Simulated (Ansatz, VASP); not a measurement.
Te3MoPt in VASP and in Ansatz

```xyz
5
Lattice="5.1991 0.0000 0.0000 0.0000 5.1991 0.0000 0.0000 0.0000 5.1991" Properties=species:S:1:pos:R:3 pbc="T T T"
Te    2.5996    0.0000    2.5996
Te    0.0000    2.5996    2.5996
Te    2.5996    2.5996    0.0000
Mo    0.0000    0.0000    0.0000
Pt    2.5996    2.5996    2.5996
```

Change from the starting cell: species swapped into the KAgF3 type (Cmmm, No. 65).

Alike in both runs: task single point; functional PBE; k mesh 4 × 4 × 4; occupations gaussian, width 0.1 eV; collinear spin.

|  | VASP | Ansatz |
| --- | --- | --- |
| version | VASP 6.6.1 | Ansatz 0.2.0 |
| potentials or method | VASP PAW PBE potentials, release 64 (Te, Mo_sv, Pt), cutoff 520 eV | scalar-relativistic, plane waves, PAW |
| valence electrons in the cell | 42 | 80 |

```tsv
	VASP	Ansatz	Ansatz less VASP
gap on the k mesh at the Fermi level (eV)	none	none	-
pressure (GPa)	3.5	3.7	+0.14
net moment per atom (μB)	0.58	0.58	0.000
size of the moment on the site where the two differ most (μB)	3.35	3.71	+0.361
```

Site moments also hang on the region over which each program counts them. A gap of «none» marks a metal or a gap that the smearing closes. The functional is the same, so the differences come from potentials, cutoffs and numerics. VASP's potentials hold 42 valence electrons a cell and Ansatz's 80, so a difference there can come from the potentials and not from the codes.

Neither program's run includes spin-orbit coupling.
